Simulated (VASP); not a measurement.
A run of VASP 6.6.1 is set up as follows.

POSCAR

```
Ge
1.0
    1.4203100000     -2.5444500000      0.0181500000
    1.3684400000      2.5165800000      0.0196500000
    0.0365000000      0.0007800000      2.6690300000
Ge
1
Direct
    0.5000000000      0.5000000000      0.0000000000
```

File INCAR.step1:

```
PREC = Accurate
ENCUT = 520
ISMEAR = 1
SIGMA = 0.1
LREAL = False
LASPH = True
NELM = 60
NBANDS = 13
GGA = PE
ALGO = Normal
EDIFF = 1E-4
LWAVE = True
LCHARG = False
```

File INCAR.step2:

```
PREC = Accurate
ENCUT = 520
EDIFF = 1E-6
ISMEAR = 1
SIGMA = 0.1
LREAL = False
LASPH = True
NELM = 60
ALGO = Normal
ISIF = 2
LWAVE = False
LCHARG = True
METAGGA = R2SCAN
LMIXTAU = True
LELF = True
LVHAR = True
NBANDS = 13
ISTART = 1
```

KPOINTS

```
regular mesh
0
Gamma
  8 8 7
```

Potentials or basis: VASP PAW PBE potentials, release 64 (Ge_d).

The run is started by

```sh
$ cat potpaw_PBE.64/Ge_d/POTCAR > POTCAR
$ cp INCAR.step1 INCAR
$ mpirun -np 1 vasp_std > vasp.out
$ cp INCAR.step2 INCAR
$ mpirun -np 1 vasp_std > vasp.out
```

**Question.** Estimate the pressure.

**Answer.** -0.9 GPa.

**Question.** What does it give for the band gap on the k mesh?

**Answer.** Zero (band 7 reaches 13.66 eV, above the bottom of band 8 at 4.32 eV).

Stress tensor (GPa, compression positive):
```
 0.95  0.56 -0.28
 0.56 -2.20  0.25
-0.28  0.25 -1.41
```

Caveat: the PAW data sets were made with another functional, which shifts forces and pressure a little.
